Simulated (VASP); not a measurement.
Runs of VASP 6.6.1 on SrCl2. It takes space group Fm-3m (No. 225, cubic). Conventional cell: a = 6.995 Å, b = 6.995 Å, c = 6.995 Å, α = 90.00°, β = 90.00°, γ = 90.00°. Within 4.0 Å of Sr (site symmetry m-3m) lie 8 Cl at 3.03 Å. Cl (site symmetry -43m) has 4 Sr at 3.03 Å and 6 Cl at 3.50 Å within 4.0 Å. 

```tsv
level	potentials or basis	k mesh	gap on the mesh (eV)	pressure (GPa)
PBE	VASP PAW PBE potentials, release 64 (Sr_sv, Cl)	4 × 4 × 4	5.31	0.8
PBE	VASP PAW PBE potentials, release 64 (Sr_sv, Cl)	6 × 6 × 6	5.31	0.8
r2SCAN	VASP PAW PBE potentials, release 64 (Sr_sv, Cl)	4 × 4 × 4	5.94	0.0
LDA	VASP PAW LDA potentials, release 64 (Sr_sv, Cl)	4 × 4 × 4	4.86	(a)
```

Alike in all rows: task single point; no spin polarisation; cell as given; cutoff (eV) 520; smearing gaussian 0.01 eV.

Question: Estimate the missing entries.

Answer: (a) -3.0.

Caveats: the PAW data sets were made with another functional, which shifts forces and pressure a little (some runs).

A k mesh can miss the band edges, and the runs leave out spin-orbit coupling on Sr.
